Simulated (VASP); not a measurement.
Wanted: the native input for a VASP 6.6.1 run.

- Task: single point
- Functional: PBE
- Potentials or basis: VASP PAW PBE potentials, release 64 (Sr_sv, Ag, Ir, O)
- Cutoff: 520 eV
- k mesh: 2 × 2 × 2
- Occupations: gaussian, width 0.05 eV
- Spin: collinear spin
- Starting moments: [0.0, 0.0, 0.0, 0.0, 0.0, 0.0, 0.0, 0.0, 2.0, -2.0, 0.0, 0.0, 0.0, 0.0, 0.0, 0.0, 0.0, 0.0, 0.0, 0.0, 0.0, 0.0] μB
- Hubbard terms: Ir d U = 2.0 eV
- Dipole correction: no
- Further INCAR settings: LREAL = Auto; ALGO = Normal; EDIFF = 1e-06; NBANDS = 107

The structure of Sr3AgIrO6 lies in POSCAR:

```
Sr3AgIrO6
1.0
    4.8148104878      2.7798321312      4.0317849109
   -4.8148104878      2.7798321312      4.0317849109
    0.0000000000     -5.5596642624      4.0317849109
Sr Ag Ir O
6 2 2 12
Direct
    0.3945329698      0.1054670302      0.7500000000
    0.7500000000      0.3945329698      0.1054670302
    0.6054670302      0.8945329698      0.2500000000
    0.1054670302      0.7500000000      0.3945329698
    0.8945329698      0.2500000000      0.6054670302
    0.2500000000      0.6054670302      0.8945329698
    0.2500000000      0.2500000000      0.2500000000
    0.7500000000      0.7500000000      0.7500000000
    0.5000000000      0.5000000000      0.5000000000
    1.0000000000      0.0000000000      1.0000000000
    0.2764688117      0.9390989842      0.0735155291
    0.0735155291      0.2764688117      0.9390989842
    0.9390989842      0.0735155291      0.2764688117
    0.5609010158      0.2235311883      0.4264844709
    0.4264844709      0.5609010158      0.2235311883
    0.2235311883      0.4264844709      0.5609010158
    0.7235311883      0.0609010158      0.9264844709
    0.9264844709      0.7235311883      0.0609010158
    0.0609010158      0.9264844709      0.7235311883
    0.4390989842      0.7764688117      0.5735155291
    0.7764688117      0.5735155291      0.4390989842
    0.5735155291      0.4390989842      0.7764688117
```

The input as run:

INCAR

```
PREC     = Accurate       # precision mode
ENCUT    = 520            # plane-wave cutoff, eV
EDIFF    = 1E-6           # SCF threshold, eV
ISMEAR   = 0              # smearing method
SIGMA    = 0.05           # smearing width, eV
LREAL    = Auto         
LASPH    = True           # aspherical terms in the spheres
NELM     = 150            # most SCF steps
ALGO     = Normal         # electronic algorithm
ISIF     = 2              # what is computed and relaxed
LWAVE    = False          # write WAVECAR
LCHARG   = True           # write CHGCAR
ISPIN    = 2              # spin polarisation
MAGMOM   = 0 0 0 0 0 0 0 0 2 -2 0 0 0 0 0 0 0 0 0 0 0 0 # initial moments
LORBIT   = 11             # projections on sites
LMAXMIX  = 4              # l up to which the mixer works
LDAU     = True           # DFT+U
LDAUTYPE = 2            
LDAUL    = -1 -1 2 -1     # shell
LDAUU    = 0 0 2 0        # U, eV
LDAUJ    = 0 0 0 0      
LDAUPRINT= 1            
GGA      = PE             # functional
LELF     = True           # ELF
LVHAR    = True         
NBANDS   = 107            # bands
```

KPOINTS

```
regular mesh
0
Gamma
  2 2 2
```

Potentials or basis: VASP PAW PBE potentials, release 64 (Sr_sv, Ag, Ir, O).

Run with:

```bash
$ cat potpaw_PBE.64/Sr_sv/POTCAR potpaw_PBE.64/Ag/POTCAR potpaw_PBE.64/Ir/POTCAR potpaw_PBE.64/O/POTCAR > POTCAR
$ mpirun -np 1 vasp_std > vasp.out
```

It gave:

The pressure is 0.2 GPa, the largest force is 0.031 eV/Å and the band gap on the k mesh is 0.37 eV (least direct gap 0.39 eV). The net moment is 0.00 μB per cell. The site moments are Sr +0.00; Ag +0.00; Ir +1.03, -1.03; O -0.08, +0.08 (each value once) μB and the valence electrons inside the program's atomic spheres are Sr 8.02; Ag 9.75; Ir 8.35; O 4.96.

Caveat: the k points lie up to 0.46 Å⁻¹ apart; spin-orbit coupling is left out, which moves the levels of the heavy elements.

Run time: 17 min on 1 thread of AMD EPYC 7R43 64-Core Processor (Zen 3), with other jobs on the host, peak memory 0.58 GiB.
